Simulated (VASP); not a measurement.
# Al2RuCN2 (P-4m2) in VASP: a series of runs, part 2 of 2

VASP 6.6.1. The steps go on from the part before.

## Step 3: Relaxation of cell and atoms, PBE

This run uses another cell than the first one, of 11.48 Å³/atom.

The input, INCAR:

```
ALGO     = Fast           # electronic algorithm
EDIFF    = 1E-6           # SCF threshold, eV
EDIFFG   = -0.01          # ionic threshold
ENCUT    = 600            # plane-wave cutoff, eV
GGA      = PE             # functional
IBRION   = 2              # ionic algorithm
ISIF     = 3              # what is computed and relaxed
ISMEAR   = 0              # smearing method
LASPH    = T              # aspherical terms in the spheres
LCHARG   = F              # write CHGCAR
LREAL    = F              # projectors in reciprocal space
LWAVE    = F              # write WAVECAR
NELM     = 60             # most SCF steps
NSW      = 100            # ionic steps
PREC     = Accurate       # precision mode
SIGMA    = 0.1            # smearing width, eV
```

The input, KPOINTS:

```
k-points
0
Gamma
  14 14 4
```

The input, POSCAR:

```
Al2RuCN2
1.0
    2.8053650426      0.0000000000      0.0000000000
    0.0000000000      2.8053650426      0.0000000000
    0.0000000000      0.0000000000      8.7506048302
Al Ru C N
2 1 1 2
Direct
    0.5000000000      0.0000000000      0.6169939341
    0.0000000000      0.5000000000      0.3830060659
    0.5000000000      0.5000000000      0.0000000000
    0.0000000000      0.0000000000      0.0000000000
    0.5000000000      0.0000000000      0.3783542034
    0.0000000000      0.5000000000      0.6216457966
```

Potentials or basis: VASP PAW PBE potentials, release 64 (Al, Ru_pv, C, N).

The run is started by

```console
$ cat potpaw_PBE.64/Al/POTCAR potpaw_PBE.64/Ru_pv/POTCAR potpaw_PBE.64/C/POTCAR potpaw_PBE.64/N/POTCAR > POTCAR
$ mpirun -np 1 vasp_std > vasp.out
```

OUTCAR:

```text
EDIFF = 1E-6
   EDIFFG = -0.01
   ENCUT = 600
   GGA = PE
   IBRION = 2
   ISIF = 3
   ISMEAR = 0
   LASPH = T
   LREAL = F
   NELM = 60
   NSW = 100
   PREC = Accurate

 ion  position               nearest neighbor table
   1  0.500  0.000  0.617-   6 1.98   6 1.98   6 1.98   6 1.98   5 2.09   2 2.85   2 2.85   2 2.85
                             2 2.85
   2  0.000  0.500  0.383-   5 1.98   5 1.98   5 1.98   5 1.98   6 2.09   1 2.85   1 2.85   1 2.85
                             1 2.85
   3  0.500  0.500  0.000-   4 1.98   4 1.98   4 1.98   4 1.98
   4  0.000  0.000  0.000-   3 1.98   3 1.98   3 1.98   3 1.98
   5  0.500  0.000  0.378-   2 1.98   2 1.98   2 1.98   2 1.98   1 2.09
   6  0.000  0.500  0.622-   1 1.98   1 1.98   1 1.98   1 1.98   2 2.09

  LATTYP: Found a simple tetragonal cell.
 ALAT       =     2.8053650426
 C/A-ratio  =     3.1192392781

  Lattice vectors:

 A1 = (   2.8053650426,   0.0000000000,   0.0000000000)
 A2 = (   0.0000000000,   2.8053650426,   0.0000000000)
 A3 = (   0.0000000000,   0.0000000000,   8.7506048302)

Analysis of symmetry for initial positions (statically):
=====================================================================
 Subroutine PRICEL returns:
 Original cell was already a primitive cell.

 Routine SETGRP: Setting up the symmetry group for a
[... 294 lines left out ...]

  energy  without entropy=      -43.9527031194  energy(sigma->0) =      -43.95780604

[... ionic steps 4 to 16 ...]

--------------------------------------- Ionic step       17  -------------------------------------------

 number of electron      34.0000003 magnetization

------------------------ aborting loop because EDIFF is reached ----------------------------------------
[... 75 lines left out ...]
--------------------------------------- Ionic step       19  -------------------------------------------

 number of electron      34.0000003 magnetization

 Free energy of the ion-electron system (eV)
  ---------------------------------------------------
  ext. energy  EPLUGINS =         0.00000000
  ---------------------------------------------------
  free energy    TOTEN  =       -43.96437981 eV

  energy without entropy =      -43.95316046  energy(sigma->0) =      -43.95877013

 E-fermi :   6.7367     XC(G=0): -11.0328

 val. band max:        6.7232506335   @ k =   0.1429   0.0000   0.0000
 cond. band min:       6.7403029569   @ k =   0.2857   0.2143   0.5000
 fundamental gap:      0.0170523234
 Fermi energy:         6.7367041092

 k-point     1 :       0.0000    0.0000    0.0000
  band No.  band energies     occupation
      1     -36.2904      2.00000
      2     -36.2904      2.00000
      3     -35.3174      2.00000
      4      -9.6047      2.00000
      5      -7.4646      2.00000
      6      -6.5396      2.00000
[... 565 lines left out ...]
     20      11.5257      0.00000
     21      11.9346      0.00000

 [... further k-points ...]

------------------------ aborting loop because EDIFF is reached ----------------------------------------

  FORCE on cell =-STRESS in cart. coord.  units (eV):
  Direction    XX          YY          ZZ          XY          YZ          ZX
  --------------------------------------------------------------------------------------
  -------------------------------------------------------------------------------------
  Total        0.0348969      0.0348969     -0.0247001      0.0000000      0.0000000      0.0000000
  in kB        0.7986850      0.7986850     -0.5653099      0.0000000      0.0000000      0.0000000
  external PRESSURE =       0.3440200 kB  Pullay stress =       0.0000000 kB
[... 21 lines left out ...]
  FREE ENERGIE OF THE ION-ELECTRON SYSTEM (eV)
  ---------------------------------------------------
  free  energy   TOTEN  =       -43.9643798060 eV

  energy  without entropy=      -43.9531604582  energy(sigma->0) =      -43.95877013

 reached required accuracy - stopping structural energy minimisation
```

OSZICAR:

```text
N       E                     dE             d eps       ncg     rms          rms(c)
DAV:   1     0.257413953908E+03    0.25741E+03   -0.20106E+04  4568   0.173E+03
[... 176 lines left out ...]
DAV:   1    -0.439678819701E+02   -0.35787E-02   -0.21784E-01  4536   0.345E+00    0.352E-01
RMM:   2    -0.439656087708E+02    0.22732E-02   -0.11590E-02  4536   0.805E-01    0.269E-01
RMM:   3    -0.439645199553E+02    0.10888E-02   -0.24683E-03  4542   0.391E-01    0.897E-02
RMM:   4    -0.439644066997E+02    0.11326E-03   -0.89319E-04  4546   0.214E-01    0.703E-02
RMM:   5    -0.439643841095E+02    0.22590E-04   -0.17436E-04  4691   0.837E-02    0.364E-02
RMM:   6    -0.439643797996E+02    0.43099E-05   -0.53679E-05  4652   0.457E-02    0.211E-02
RMM:   7    -0.439643796184E+02    0.18121E-06   -0.17800E-05  4323   0.274E-02    0.117E-02
RMM:   8    -0.439643798060E+02   -0.18762E-06   -0.30842E-06  3073   0.107E-02
  19 F= -.43964380E+02 E0= -.43958770E+02  d E =-.149490E-03
```

CONTCAR:

```text
Al2RuCN2
   1.00000000000000
     2.8016651855863608    0.0000000000000000    0.0000000000000000
     0.0000000000000000    2.8016651855863608   -0.0000000000000000
     0.0000000000000000   -0.0000000000000000    8.9184523259114563
  Al              Ru              C               N
     2     1     1     2
Direct
     0.5000000000000000    1.0000000000000000    0.6142594363118185
     1.0000000000000000    0.5000000000000000    0.3857405636881817
     0.5000000000000000    0.5000000000000000    1.0000000000000000
     0.0000000000000000    0.0000000000000000    1.0000000000000000
     0.5000000000000000    0.0000000000000000    0.3801622051829719
     0.0000000000000000    0.5000000000000000    0.6198377948170277

  0.00000000E+00  0.00000000E+00  0.00000000E+00
  0.00000000E+00  0.00000000E+00  0.00000000E+00
  0.00000000E+00  0.00000000E+00  0.00000000E+00
  0.00000000E+00  0.00000000E+00  0.00000000E+00
  0.00000000E+00  0.00000000E+00  0.00000000E+00
  0.00000000E+00  0.00000000E+00  0.00000000E+00
```

Run time: 46 min. Hardware: 1 thread of Oxide Virtual Turin-like, shared host; peak memory 0.33 GiB.

What came out:

```yaml
Free_energy: -43.9644 eV
Relaxed_volume: 11.67 Å³/atom
Relaxed_cell: a = 2.802 Å, b = 2.802 Å, c = 8.918 Å, α = 90.00°, β = 90.00°, γ = 90.00°
Space_group_after_relaxing_to_0.1_Å: P-4m2 (No. 115)
Energy_gained_by_relaxing: 0.3 meV/atom
Ionic_steps: 19
Pressure_after_relaxing: 0.0 GPa
Largest_force_after_relaxing: 0.004 eV/Å
Band_gap_on_the_k_mesh: zero (bands 17 and 18 overlap by 0.42 eV)
```

Forces on the atoms (eV/Å):
```
Al   0.000  0.000 -0.004
Al   0.000  0.000  0.004
Ru   0.000  0.000  0.000
C    0.000  0.000  0.000
N    0.000  0.000 -0.001
N    0.000  0.000  0.001
```

Step by step:
| step | energy change (eV) | largest force (eV/Å) | pressure (GPa) | volume (Å³) |
| --- | --- | --- | --- | --- |
| 1 | 0.0000 | 0.0464 | -0.35 | 68.87 |
| 2 | 0.0001 | 0.0071 | 0.79 | 68.62 |
| 3 | -0.0003 | 0.0288 | 0.21 | 68.75 |
| 4 | -0.0003 | 0.0299 | 0.15 | 68.76 |
| 5 | -0.0005 | 0.0170 | 0.07 | 68.82 |
| 6 | -0.0005 | 0.0414 | -0.01 | 68.91 |
| 7 | -0.0006 | 0.0436 | 0.04 | 68.96 |
| 8 | -0.0009 | 0.0469 | 0.17 | 69.09 |
| 9 | -0.0010 | 0.0552 | 0.51 | 69.34 |
| 10 | -0.0010 | 0.0514 | 0.38 | 69.23 |
| 11 | -0.0011 | 0.0515 | 0.33 | 69.26 |
| 12 | -0.0012 | 0.0489 | 0.25 | 69.37 |
| 13 | -0.0015 | 0.0448 | 0.07 | 69.57 |
| 14 | -0.0016 | 0.0367 | -0.26 | 69.97 |
| 15 | -0.0016 | 0.0371 | -0.21 | 69.90 |
| 16 | -0.0016 | 0.0403 | -0.08 | 69.76 |
| 17 | -0.0016 | 0.0389 | -0.19 | 69.87 |
| 18 | -0.0017 | 0.0295 | -0.13 | 69.90 |
| 19 | -0.0018 | 0.0038 | 0.03 | 70.00 |

Final structure:
```xyz
6
Lattice="2.8017 0.0000 0.0000 0.0000 2.8017 0.0000 0.0000 0.0000 8.9185" Properties=species:S:1:pos:R:3 pbc="T T T"
Al    1.4008    2.8017    5.4782
Al    2.8017    1.4008    3.4402
Ru    1.4008    1.4008    8.9185
C     0.0000    0.0000    8.9185
N     1.4008    0.0000    3.3905
N     0.0000    1.4008    5.5280
```

Levels at points of the mesh, in eV from the Fermi level:
```
           k point  band 14  band 15  band 16  band 17  band 18  band 19  band 20  band 21
(0.00, 0.00, 0.00)    -1.10    -0.43    -0.43    -0.25    -0.25    -0.04    -0.04     4.27
(0.50, 0.00, 0.00)    -0.53    -0.53    -0.37     0.02     1.71     3.77     3.86     4.99
(0.50, 0.50, 0.00)    -2.48    -1.37    -1.37    -0.50    -0.21     1.06     4.03     4.03
(0.00, 0.00, 0.50)    -0.37    -0.37    -0.31    -0.31    -0.31    -0.04    -0.04     3.86
(0.50, 0.00, 0.50)    -0.66    -0.53    -0.53     0.03     1.61     3.92     4.45     4.63
(0.50, 0.50, 0.50)    -2.45    -1.41    -1.41    -0.53    -0.17     1.06     4.09     4.09
```
